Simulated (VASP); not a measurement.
# Re (P6_3/mmc) in VASP: a series of runs, part 2 of 2

VASP 6.6.1. The steps go on from the part before.

**3. Single point, PBE (16.15 Å³/atom)**

This run uses another cell than the first one, of 16.15 Å³/atom.

The input, INCAR:

```
  PREC = Accurate
  ENCUT = 520
  EDIFF = 1E-6
  ISMEAR = -1
  SIGMA = 0.1
  LREAL = F
  LASPH = T
  NELM = 80
  ALGO = Normal
  ISIF = 2
  LWAVE = F
  LCHARG = F
  GGA = PE
  NBANDS = 14
```

The input, KPOINTS:

```
Automatic mesh
0
Gamma
  21 21 12
```

The input, POSCAR:

```
Re
1.0
    2.8490292074      0.0000000000      0.0000000000
   -1.4245146037      2.4673316698      0.0000000000
    0.0000000000      0.0000000000      4.5951987704
Re
2
Direct
    0.3333333333      0.6666666667      0.2500000000
    0.6666666667      0.3333333333      0.7500000000
```

Potentials or basis: VASP PAW PBE potentials, release 64 (Re).

Command:

```bash
cat potpaw_PBE.64/Re/POTCAR > POTCAR
mpirun -np 1 vasp_std > vasp.out
```

OUTCAR:

```text
PREC = Accurate
   ENCUT = 520
   EDIFF = 1E-6
   ISMEAR = -1
   LREAL = F
   LASPH = T
   NELM = 80
   ISIF = 2
   GGA = PE

 ion  position               nearest neighbor table
   1  0.333  0.667  0.250-   2 2.83   2 2.83   2 2.83   2 2.83   2 2.83   2 2.83
   2  0.667  0.333  0.750-   1 2.83   1 2.83   1 2.83   1 2.83   1 2.83   1 2.83

  LATTYP: Found a hexagonal cell.
 ALAT       =     2.8490292074
 C/A-ratio  =     1.6128998462

  Lattice vectors:

 A1 = (   2.8490292074,   0.0000000000,   0.0000000000)
 A2 = (  -1.4245146037,   2.4673316698,   0.0000000000)
 A3 = (   0.0000000000,   0.0000000000,   4.5951987704)

Analysis of symmetry for initial positions (statically):
=====================================================================
 Subroutine PRICEL returns:
 Original cell was already a primitive cell.

 Routine SETGRP: Setting up the symmetry group for a
 hexagonal supercell.

 Subroutine GETGRP returns: Found 24 space group operations
 (whereof 12 operations were pure point group operations)
 out of a pool of 24 trial point group operations.

The static configuration has the point symmetry D_3d.
 The point group associated with its full space group is D_6h.

Analysis of symmetry for dynamics (positions and initial velocities):
=====================================================================
 Subroutine PRICEL returns:
 Original cell was already a primitive cell.

 Routine SETGRP: Setting up the symmetry group for a
 hexagonal supercell.

 Subroutine GETGRP returns: Found 24 space group operations
 (whereof 12 operations were pure point group operations)
 out of a pool of 24 trial point group operations.

The dynamic configuration has the point symmetry D_3d.
 The point group associated with its full space group is D_6h.

 Subroutine INISYM returns: Found 24 space group operations
 (whereof 12 operations are pure point group operations),
 and found     1 'primitive' translations

----------------------------------------------------------------------------------------

[... 123 lines left out ...]
 non-spin polarized calculation
  energy-cutoff  :      520.00
  volume of cell :       32.30
 maximum number of plane-waves:       886
 NGX is ok and might be reduce to    24
   NGX = 11   NGY = 11   NGZ = 17

 number of electron      14.0000000 magnetization

 Free energy of the ion-electron system (eV)
  ---------------------------------------------------
  ext. energy  EPLUGINS =         0.00000000
  ---------------------------------------------------
  free energy    TOTEN  =       -24.68178849 eV

  energy without entropy =      -24.62006010  energy(sigma->0) =      -24.65092430

 E-fermi :   6.7788     XC(G=0): -13.2205

 val. band max:        6.7782470506   @ k =   0.0952   0.0476   0.0833
 cond. band min:       6.7808028706   @ k =   0.2381   0.1429   0.5000
 fundamental gap:      0.0025558200
 Fermi energy:         6.7788112405

 k-point     1 :       0.0000    0.0000    0.0000
  band No.  band energies     occupation
      1      -2.4477      2.00000
      2       0.8131      2.00000
      3       5.4207      2.00000
      4       5.4207      2.00000
      5       5.4283      2.00000
      6       6.1414      1.99660
      7       6.1414      1.99660
      8       6.9448      0.31954
      9       6.9448      0.31954
     10       7.2596      0.01620
     11       9.7264      0.00000
     12       9.7264      0.00000
     13      15.6058      0.00000
     14      20.7752      0.00000
[... 377 lines left out ...]
      1      -0.3802      2.00000
      2       2.3442      2.00000
      3       3.8283      2.00000
      4       3.8664      2.00000
      5       5.2468      2.00000
      6       5.5100      1.99999
      7       6.4886      1.89590
      8       6.9655      0.26775
      9       7.5159      0.00126
     10       8.2245      0.00000
     11      10.1940      0.00000
     12      14.5797      0.00000
     13      15.1594      0.00000
     14      20.8321      0.00000

 [... further k-points ...]

------------------------ aborting loop because EDIFF is reached ----------------------------------------

  FORCE on cell =-STRESS in cart. coord.  units (eV):
  Direction    XX          YY          ZZ          XY          YZ          ZX
  --------------------------------------------------------------------------------------
  -------------------------------------------------------------------------------------
  Total       -4.8798130     -4.8798130     -4.9544537     -0.0000000     -0.0000000     -0.0000000
  in kB     -242.0388187   -242.0388188   -245.7410000     -0.0000000     -0.0000000     -0.0000000
  external PRESSURE =    -243.2728792 kB  Pullay stress =       0.0000000 kB

 VOLUME and BASIS-vectors are now :
 -----------------------------------------------------------------------------
  energy-cutoff  :      520.00
  volume of cell :       32.30
      direct lattice vectors                 reciprocal lattice vectors
     2.849029207  0.000000000  0.000000000     0.350996753  0.202648070  0.000000000
    -1.424514604  2.467331670  0.000000000     0.000000000  0.405296139  0.000000000
     0.000000000  0.000000000  4.595198770     0.000000000  0.000000000  0.217618443

 POSITION                                       TOTAL-FORCE (eV/Angst)
 -----------------------------------------------------------------------------------
     -0.00000      1.64489      1.14880         0.000000     -0.000000      0.000000
      1.42451      0.82244      3.44640        -0.000000      0.000000      0.000000
 -----------------------------------------------------------------------------------
    total drift:                               -0.000000      0.000000     -0.000000

  FREE ENERGIE OF THE ION-ELECTRON SYSTEM (eV)
  ---------------------------------------------------
  free  energy   TOTEN  =       -24.6817884914 eV

  energy  without entropy=      -24.6200601035  energy(sigma->0) =      -24.65092430
```

Wall time 2.7 min (1 thread of Intel Xeon 8259CL, shared host); peak memory 0.26 GiB.

Results:

```yaml
Free_energy: -24.6818 eV
Pressure: -24.3 GPa
Band_gap_on_the_k_mesh: zero (bands 7 and 8 overlap by 2.78 eV)
```

Caveat: the cell stands under tension; spin-orbit coupling is left out, which moves the levels of the heavy elements.

**4. Single point, PBE (16.75 Å³/atom)**

This run uses another cell than the first one, of 16.75 Å³/atom.

The input, INCAR:

```
SYSTEM = Re
PREC = Accurate
ENCUT = 520
EDIFF = 1E-6
ISMEAR = -1
SIGMA = 0.1
LREAL = .FALSE.
LASPH = .TRUE.
NELM = 100
ALGO = Normal
ISIF = 2
LWAVE = .FALSE.
LCHARG = .TRUE.
GGA = PE
LELF = .TRUE.
LVHAR = .TRUE.
NBANDS = 14
```

The input, KPOINTS:

```
Automatic mesh
0
G
  21 21 12
  0 0 0
```

The input, POSCAR:

```
Re
1.0
    2.8837768906      0.0000000000      0.0000000000
   -1.4418884453      2.4974240461      0.0000000000
    0.0000000000      0.0000000000      4.6512433033
Re
2
Direct
    0.3333333333      0.6666666667      0.2500000000
    0.6666666667      0.3333333333      0.7500000000
```

Command:

```bash
cat potpaw_PBE.64/Re/POTCAR > POTCAR
mpirun -np 1 vasp_std > vasp.out
```

It took 2.8 min on 1 thread of Intel Xeon 8259CL, shared host; peak memory 0.27 GiB.

The run converged. Its results:

```
Free energy            : -24.4686 eV
Pressure               : -32.7 GPa
Band gap on the k mesh : zero (bands 7 and 8 overlap by 2.63 eV)
```

Stress tensor (GPa, compression positive):
```
-32.55   0.00   0.00
  0.00 -32.55   0.00
  0.00   0.00 -33.09
```

Levels at points of the mesh, in eV from the Fermi level:
```tsv
k point	band 5	band 6	band 7	band 8	band 9	band 10
(0.00, 0.00, 0.00)	-1.28	-0.60	-0.60	0.16	0.16	0.44
(0.00, 0.00, 0.50)	-1.40	-1.40	-1.40	-1.40	2.09	2.09
```

Caveat: the cell stands under tension; spin-orbit coupling is left out, which moves the levels of the heavy elements.

**5. The runs side by side**

| cell | gap on the mesh (eV) | pressure (GPa) |
| --- | --- | --- |
| a = 2.813, b = 2.813, c = 4.538 Å, angles 90.0, 90.0, 120.0°, 2 atoms | none | -13.8 |
| a = 2.849, b = 2.849, c = 4.595 Å, angles 90.0, 90.0, 120.0°, 2 atoms | none | -24.3 |
| a = 2.884, b = 2.884, c = 4.651 Å, angles 90.0, 90.0, 120.0°, 2 atoms | none | -32.7 |

Alike in all rows: task single point; level PBE; potentials or basis VASP PAW PBE potentials, release 64 (Re); no spin polarisation; k mesh 21 × 21 × 12; cutoff (eV) 520; smearing fermi-dirac 0.1 eV.

Caveats: the cell stands under tension; spin-orbit coupling is left out, which moves the levels of the heavy elements.

Total energies depend on the potentials used, so only differences within one code and one set of settings carry meaning.
